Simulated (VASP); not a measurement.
# BAs (I-4m2) in VASP: a series of runs, part 2 of 2

VASP 6.6.1. Earlier steps stand in the parts before.

### Step 3. Single point, PBE (uniaxial x strain -5.0%)

INCAR

```
ALGO = Normal
EDIFF = 1E-7
ENCUT = 520
GGA = PE
ISIF = 2
ISMEAR = -1
LASPH = True
LCHARG = True
LELF = True
LREAL = False
LVHAR = True
LWAVE = False
NBANDS = 11
NELM = 60
PREC = Accurate
SIGMA = 0.02
```

KPOINTS

```
k-points
0
Gamma
  10 10 10
```

POSCAR

```
BAs
1.0
    0.0000000000      2.3918676074      2.3918676074
    2.2722742270      0.0000000000      2.3918676074
    2.2722742270      2.3918676074      0.0000000000
B As
1 1
Direct
    0.0000000000      0.0000000000      0.0000000000
    0.2500000000      0.2500000000      0.2500000000
```

Potentials or basis: VASP PAW PBE potentials, release 64 (B, As).

Command:

```
$ cat potpaw_PBE.64/B/POTCAR potpaw_PBE.64/As/POTCAR > POTCAR
$ mpirun -np 1 vasp_std > vasp.out
```

OUTCAR:

```text
EDIFF = 1E-7
   ENCUT = 520
   GGA = PE
   ISIF = 2
   ISMEAR = -1
   LASPH = True
   LREAL = False
   NELM = 60
   PREC = Accurate

 ion  position               nearest neighbor table
   1  0.000  0.000  0.000-   2 2.04   2 2.04   2 2.04   2 2.04
   2  0.250  0.250  0.250-   1 2.04   1 2.04   1 2.04   1 2.04

  LATTYP: Found a body centered tetragonal cell.
 ALAT       =     3.3826116098
 C/A-ratio  =     1.3435028842

  Lattice vectors:

 A1 = (  -2.2722742270,   0.0000000000,  -2.3918676074)
 A2 = (  -2.2722742270,   0.0000000000,   2.3918676074)
 A3 = (   2.2722742270,   2.3918676074,   0.0000000000)

Analysis of symmetry for initial positions (statically):
=====================================================================
 Subroutine PRICEL returns:
 Original cell was already a primitive cell.

 Routine SETGRP: Setting up the symmetry group for a
 body centered tetragonal supercell.

 Subroutine GETGRP returns: Found  8 space group operations
 (whereof  8 operations were pure point group operations)
 out of a pool of 16 trial point group operations.

The static configuration has the point symmetry D_2d.

Analysis of symmetry for dynamics (positions and initial velocities):
=====================================================================
 Subroutine PRICEL returns:
 Original cell was already a primitive cell.

 Routine SETGRP: Setting up the symmetry group for a
 body centered tetragonal supercell.

 Subroutine GETGRP returns: Found  8 space group operations
 (whereof  8 operations were pure point group operations)
 out of a pool of 16 trial point group operations.

The dynamic configuration has the point symmetry D_2d.

 Subroutine INISYM returns: Found  8 space group operations
 (whereof  8 operations are pure point group operations),
 and found     1 'primitive' translations

----------------------------------------------------------------------------------------

                                     Primitive cell

  volume of cell :      25.9995

  direct lattice vectors                    reciprocal lattice vectors
     0.000000000  2.391867607  2.391867607    -0.220043864  0.209041670  0.209041670
     2.272274227  0.000000000  2.391867607     0.220043864 -0.209041670  0.209041670
     2.272274227  2.391867607  0.000000000     0.220043864  0.209041670 -0.209041670

  length of vectors
     3.382611610  3.299130312  3.299130312     0.368532416  0.368532416  0.368532416

  position of ions in fractional coordinates (direct lattice)
     0.000000000  0.000000000  0.000000000
     0.250000000  0.250000000  0.250000000

  ion indices of the primitive-cell ions
   primitive index   ion index
                 1           1
                 2           2

----------------------------------------------------------------------------------------

 KPOINTS: k-points

Automatic generation of k-mesh.
 Grid dimensions read from file:
 generate k-points for:   10   10   10

 Generating k-lattice:

  Cartesian coordinates                     Fractional coordinates (reciprocal lattice)
    -0.022004386  0.020904167  0.020904167     0.100000000 -0.000000000 -0.000000000
     0.022004386 -0.020904167  0.020904167     0.000000000  0.100000000  0.000000000
     0.022004386  0.020904167 -0.020904167     0.000000000  0.000000000  0.100000000

  Length of vectors
     0.036853242  0.036853242  0.036853242

  Shift w.r.t. Gamma in fractional coordinates (k-lattice)
     0.000000000  0.000000000  0.000000000

 Subroutine IBZKPT returns following result:
 ===========================================

 Found    102 irreducible k-points:

 Following reciprocal coordinates:
            Coordinates               Weight
  0.000000  0.000000  0.000000      1.000000
  0.100000  0.000000  0.000000      8.000000
  0.200000  0.000000  0.000000      8.000000
  0.300000  0.000000  0.000000      8.000000
  0.400000  0.000000  0.000000      8.000000
  0.500000  0.000000  0.000000      4.000000
[... 16 lines left out ...]
  0.300000  0.300000  0.000000      4.000000
  0.400000  0.300000 -0.000000     16.000000
 [... further k-points ...]
   k-points           NKPTS =    102   k-points in BZ     NKDIM =    102   number of bands    NBANDS=     11
   number of dos      NEDOS =    301   number of ions     NIONS =      2
   total plane-waves  NPLWV =  21952
   dimension x,y,z NGX =    28 NGY =   28 NGZ =   28
   dimension x,y,z NGXF=    56 NGYF=   56 NGZF=   56
   ions per type =               1   1
   NGX,Y,Z   is equivalent  to a cutoff of  13.76, 14.11, 14.11 a.u.
   NGXF,Y,Z  is equivalent  to a cutoff of  27.52, 28.22, 28.22 a.u.
 SYSTEM =  unknown system
   PREC   = accura    normal or accurate (medium, high low for compatibility)
   ISTART =      0    job   : 0-new  1-cont  2-samecut
   ICHARG =      2    charge: 1-file 2-atom 10-const
   ISPIN  =      1    spin polarized calculation?
   LNONCOLLINEAR =      F non collinear calculations
   LSORBIT =      F    spin-orbit coupling
   LASPH  =      T    aspherical Exc in radial PAW
   ENCUT  =  520.0 eV  38.22 Ry    6.18 a.u.   6.29  6.13  6.13*2*pi/ulx,y,z
   NELM   =     60;   NELMIN=  2; NELMDL= -5     # of ELM steps
   EDIFF  = 0.1E-06   stopping-criterion for ELM
   LREAL  =      F    real-space projection
   EDIFFG = 0.1E-05   stopping-criterion for IOM
   NSW    =      0    number of steps for IOM
   IBRION =     -1    ionic relax: 0-MD 1-quasi-New 2-CG
   NFREE  =      0    steps in history (QN), initial steepest desc. (CG)
   ISIF   =      2    stress and relaxation
   ISYM   =      2    0-nonsym 1-usesym 2-fastsym
   POTIM  = 0.5000    time-step for ionic-motion
   TEBEG  =    0.0;   TEEND  =   0.0 temperature during run
   PSTRESS=    0.0 pullay stress
   NELECT =       8.0000    total number of electrons
   NUPDOWN=      -1.0000    fix difference up-down
   EMIN   =  10.00;   EMAX   =-10.00  energy-range for DOS
   EFERMI =   0.00;   METHOD = LEGACY
   ISMEAR =    -1;   SIGMA  =   0.02  broadening in eV -4-tet -1-fermi 0-gaus
   EFERMI_NEDOS =   21; number of points for ismear=-14 and -15
   IALGO  =     38    algorithm
   IMIX   =      4    mixing-type and parameters
     AMIX     =   0.40;   BMIX     =  1.00
     AMIX_MAG =   1.60;   BMIX_MAG =  1.00
  volume/ion in A,a.u.               =      13.00        87.73
  Fermi-wavevector in a.u.,A,eV,Ry     =   1.105223  2.088568 16.619753  1.221517
  Thomas-Fermi vector in A             =   2.241707
   LORBIT       =      0    0 simple, 1 ext, 2 COOP (PROOUT), +10 PAW based schemes
   GGA     = PE    functional components
   LHFCALC =     F    Hartree Fock is set to
   AEXX    =    0.0000 exact exchange contribution
   IVDW    =     0    specifies the selected vdW correction
   LEPSILON=     F    determine dielectric tensor
   LRPA    =     F    only Hartree local field effects (RPA)
 non-spin polarized calculation
  energy-cutoff  :      520.00
  volume of cell :       26.00
 maximum number of plane-waves:       713
 NGX is ok and might be reduce to    28
   NGX = 13   NGY = 13   NGZ = 13

 number of electron       8.0000000 magnetization

 Free energy of the ion-electron system (eV)
  ---------------------------------------------------
  ext. energy  EPLUGINS =         0.00000000
  ---------------------------------------------------
  free energy    TOTEN  =       -11.32208836 eV

  energy without entropy =      -11.32208818  energy(sigma->0) =      -11.32208827

 E-fermi :   7.1463     XC(G=0): -10.7926

 val. band max:        6.9791022429   @ k =   0.0000   0.0000   0.0000
 cond. band min:       7.3273126918   @ k =   0.0000   0.4000   0.4000
 fundamental gap:      0.3482104489
 Fermi energy:         7.1462731655

 k-point     1 :       0.0000    0.0000    0.0000
  band No.  band energies     occupation
      1      -9.1808      2.00000
      2       6.4973      2.00000
      3       6.4973      2.00000
      4       6.9791      1.99953
      5       9.7886      0.00000
      6      10.1250      0.00000
      7      10.1250      0.00000
      8      11.9242      0.00000
      9      16.4895      0.00000
     10      19.0881      0.00000
     11      20.3434      0.00000
[... 309 lines left out ...]
 k-point    24 :       0.4000    0.3000   -0.0000
  band No.  band energies     occupation
      1      -6.4871      2.00000
      2      -0.0573      2.00000
      3       2.5637      2.00000
      4       3.1723      2.00000
      5       8.5651      0.00000
      6      10.2269      0.00000
      7      15.2908      0.00000
      8      16.5151      0.00000
      9      18.8816      0.00000
     10      22.4940      0.00000
     11      23.2894      0.00000

 [... further k-points ...]

------------------------ aborting loop because EDIFF is reached ----------------------------------------

  FORCE on cell =-STRESS in cart. coord.  units (eV):
  Direction    XX          YY          ZZ          XY          YZ          ZX
  --------------------------------------------------------------------------------------
  -------------------------------------------------------------------------------------
  Total        2.8646612      1.2282353      1.2282353      0.0000000      0.0000000      0.0000000
  in kB      176.5301275     75.6880196     75.6880196      0.0000000      0.0000000      0.0000000
  external PRESSURE =     109.3020556 kB  Pullay stress =       0.0000000 kB

 VOLUME and BASIS-vectors are now :
 -----------------------------------------------------------------------------
  energy-cutoff  :      520.00
  volume of cell :       26.00
      direct lattice vectors                 reciprocal lattice vectors
     0.000000000  2.391867607  2.391867607    -0.220043864  0.209041670  0.209041670
     2.272274227  0.000000000  2.391867607     0.220043864 -0.209041670  0.209041670
     2.272274227  2.391867607  0.000000000     0.220043864  0.209041670 -0.209041670

 POSITION                                       TOTAL-FORCE (eV/Angst)
 -----------------------------------------------------------------------------------
      0.00000      0.00000      0.00000         0.000000     -0.000000     -0.000000
      1.13614      1.19593      1.19593        -0.000000      0.000000      0.000000
 -----------------------------------------------------------------------------------
    total drift:                               -0.000000     -0.000000     -0.000000

  FREE ENERGIE OF THE ION-ELECTRON SYSTEM (eV)
  ---------------------------------------------------
  free  energy   TOTEN  =       -11.3220883599 eV

  energy  without entropy=      -11.3220881780  energy(sigma->0) =      -11.32208827
```

stdout:

```text
POSCAR found type information on POSCAR B As
 POSCAR found :  2 types and       2 ions
 scaLAPACK will be used
 LDA part: xc-table for (Slater+PW92), standard interpolation
 POSCAR, INCAR and KPOINTS ok, starting setup
 FFT: planning ... GRIDC
 FFT: planning ... GRID_SOFT
 FFT: planning ... GRID
 WAVECAR not read
 entering main loop
```

Wall time 33 s (1 thread of Intel Xeon Platinum 8488C (Sapphire Rapids), shared host); peak memory 0.17 GiB.

Results:

| Item | Value |
| --- | --- |
| Free energy | -11.3221 eV |
| Pressure | 10.9 GPa |
| Band gap on the k mesh | 0.35 eV (least direct gap 2.81 eV) |

Stress tensor (GPa, compression positive):
```
17.65  0.00  0.00
 0.00  7.57  0.00
 0.00  0.00  7.57
```

Caveat: the cell differs from its parent crystal (uniaxial x strain -5.0%); the cell stands under pressure. A k mesh can miss the band edges.

### Step 4. Single point, r2SCAN (uniaxial x strain -5.0%)

POSCAR is that of step 3.

INCAR.step1

```
ALGO = Normal ; EDIFF = 1E-4
ENCUT = 520 ; GGA = PE
ISMEAR = 0 ; LASPH = T
LCHARG = F ; LREAL = F
LWAVE = T ; NBANDS = 11
NELM = 60 ; PREC = Accurate
SIGMA = 0.01
```

INCAR.step2

```
ALGO = Normal ; EDIFF = 1E-6
ENCUT = 520 ; ISIF = 2
ISMEAR = 0 ; ISTART = 1
LASPH = T ; LCHARG = F
LMIXTAU = T ; LREAL = F
LWAVE = F ; METAGGA = R2SCAN
NBANDS = 11 ; NELM = 60
PREC = Accurate ; SIGMA = 0.01
```

KPOINTS is that of step 3.

Potentials or basis: VASP PAW PBE potentials, release 64 (B, As).

Command:

```
$ cat potpaw_PBE.64/B/POTCAR potpaw_PBE.64/As/POTCAR > POTCAR
$ cp INCAR.step1 INCAR
$ mpirun -np 1 vasp_std > vasp.out
$ cp INCAR.step2 INCAR
$ mpirun -np 1 vasp_std > vasp.out
```

OUTCAR:

```text
EDIFF = 1E-6
   ENCUT = 520
   ISIF = 2
   ISMEAR = 0
   ISTART = 1
   LASPH = T
   LREAL = F
   METAGGA = R2SCAN
   NELM = 60
   PREC = Accurate

 ion  position               nearest neighbor table
   1  0.000  0.000  0.000-   2 2.04   2 2.04   2 2.04   2 2.04
   2  0.250  0.250  0.250-   1 2.04   1 2.04   1 2.04   1 2.04

  LATTYP: Found a body centered tetragonal cell.
 ALAT       =     3.3826116098
 C/A-ratio  =     1.3435028842

  Lattice vectors:

 A1 = (  -2.2722742270,   0.0000000000,  -2.3918676074)
 A2 = (  -2.2722742270,   0.0000000000,   2.3918676074)
 A3 = (   2.2722742270,   2.3918676074,   0.0000000000)

Analysis of symmetry for initial positions (statically):
=====================================================================
 Subroutine PRICEL returns:
 Original cell was already a primitive cell.

 Routine SETGRP: Setting up the symmetry group for a
 body centered tetragonal supercell.

 Subroutine GETGRP returns: Found  8 space group operations
 (whereof  8 operations were pure point group operations)
 out of a pool of 16 trial point group operations.

The static configuration has the point symmetry D_2d.
[... 172 lines left out ...]
      2       6.3919      2.00000
      3       6.3919      2.00000
      4       6.9046      2.00000
      5       9.8361      0.00000
      6      10.2042      0.00000
      7      10.2042      0.00000
      8      12.3241      0.00000
      9      17.2236      0.00000
     10      19.4592      0.00000
     11      20.7520      0.00000
[... 309 lines left out ...]
 k-point    24 :       0.4000    0.3000   -0.0000
  band No.  band energies     occupation
      1      -7.2133      2.00000
      2      -0.5384      2.00000
      3       2.2554      2.00000
      4       2.8772      2.00000
      5       8.6935      0.00000
      6      10.4610      0.00000
      7      15.7427      0.00000
      8      17.0477      0.00000
      9      19.6947      0.00000
     10      23.2275      0.00000
     11      24.0621      0.00000

 [... further k-points ...]

------------------------ aborting loop because EDIFF is reached ----------------------------------------

  FORCE on cell =-STRESS in cart. coord.  units (eV):
  Direction    XX          YY          ZZ          XY          YZ          ZX
  --------------------------------------------------------------------------------------
  -------------------------------------------------------------------------------------
  Total        2.5500499      0.7640081      0.7640081      0.0000000      0.0000000     -0.0000000
  in kB      157.1427127     47.0807655     47.0807655      0.0000000      0.0000000     -0.0000000
  external PRESSURE =      83.7680813 kB  Pullay stress =       0.0000000 kB

 VOLUME and BASIS-vectors are now :
 -----------------------------------------------------------------------------
  energy-cutoff  :      520.00
  volume of cell :       26.00
      direct lattice vectors                 reciprocal lattice vectors
     0.000000000  2.391867607  2.391867607    -0.220043864  0.209041670  0.209041670
     2.272274227  0.000000000  2.391867607     0.220043864 -0.209041670  0.209041670
     2.272274227  2.391867607  0.000000000     0.220043864  0.209041670 -0.209041670

 POSITION                                       TOTAL-FORCE (eV/Angst)
 -----------------------------------------------------------------------------------
      0.00000      0.00000      0.00000        -0.000000     -0.000000     -0.000000
      1.13614      1.19593      1.19593         0.000000      0.000000      0.000000
 -----------------------------------------------------------------------------------
    total drift:                               -0.000000     -0.000000     -0.000000

  FREE ENERGIE OF THE ION-ELECTRON SYSTEM (eV)
  ---------------------------------------------------
  free  energy   TOTEN  =       -22.1886828952 eV

  energy  without entropy=      -22.1886828952  energy(sigma->0) =      -22.18868290
```

OSZICAR.step1:

```text
N       E                     dE             d eps       ncg     rms          rms(c)
DAV:   1     0.129433363136E+02    0.12943E+02   -0.38296E+03  2252   0.648E+02
DAV:   2    -0.113432200171E+02   -0.24287E+02   -0.23134E+02  3019   0.106E+02
DAV:   3    -0.120514816825E+02   -0.70826E+00   -0.70648E+00  2755   0.169E+01
DAV:   4    -0.120532654618E+02   -0.17838E-02   -0.17837E-02  2519   0.966E-01
DAV:   5    -0.120532679603E+02   -0.24985E-05   -0.24985E-05  2694   0.390E-02    0.527E+00
DAV:   6    -0.114001703515E+02    0.65310E+00   -0.17246E+00  2400   0.548E+00    0.256E+00
DAV:   7    -0.113291492248E+02    0.71021E-01   -0.22976E-01  2669   0.234E+00    0.103E+00
DAV:   8    -0.113216392351E+02    0.75100E-02   -0.21283E-02  2547   0.837E-01    0.104E-01
DAV:   9    -0.113219348746E+02   -0.29564E-03   -0.74324E-04  2589   0.163E-01    0.639E-02
DAV:  10    -0.113220831775E+02   -0.14830E-03   -0.18481E-04  2442   0.837E-02    0.128E-02
DAV:  11    -0.113220883553E+02   -0.51778E-05   -0.46094E-06  1152   0.149E-02
   1 F= -.11322088E+02 E0= -.11322088E+02  d E =-.549406E-21
```

Wall time 2.3 min (1 thread of Intel Xeon Platinum 8488C (Sapphire Rapids), shared host); peak memory 0.18 GiB.

What came out:

```yaml
Free_energy: -22.1887 eV
Pressure: 8.4 GPa
Band_gap_on_the_k_mesh: 0.50 eV (least direct gap 2.93 eV)
```

Caveat: the cell differs from its parent crystal (uniaxial x strain -5.0%); the cell stands under pressure; the PAW data sets were made with another functional, which shifts forces and pressure a little.

### Step 5. The runs side by side

```csv
level,k mesh,smearing,gap on the mesh (eV),pressure (GPa)
PBE,6 × 6 × 6,gaussian 0.01 eV,0.47,11.0
PBE,10 × 10 × 10,fermi-dirac 0.02 eV,0.35,10.9
r2SCAN,10 × 10 × 10,gaussian 0.01 eV,0.50,8.4
```

Alike in all rows: task single point; potentials or basis VASP PAW PBE potentials, release 64 (B, As); no spin polarisation; cell as given; cutoff (eV) 520.

Caveats: the cell stands under pressure; the PAW data sets were made with another functional, which shifts forces and pressure a little (at least some runs).

Total energies depend on the potentials used, so only differences within one code and one set of settings carry meaning.
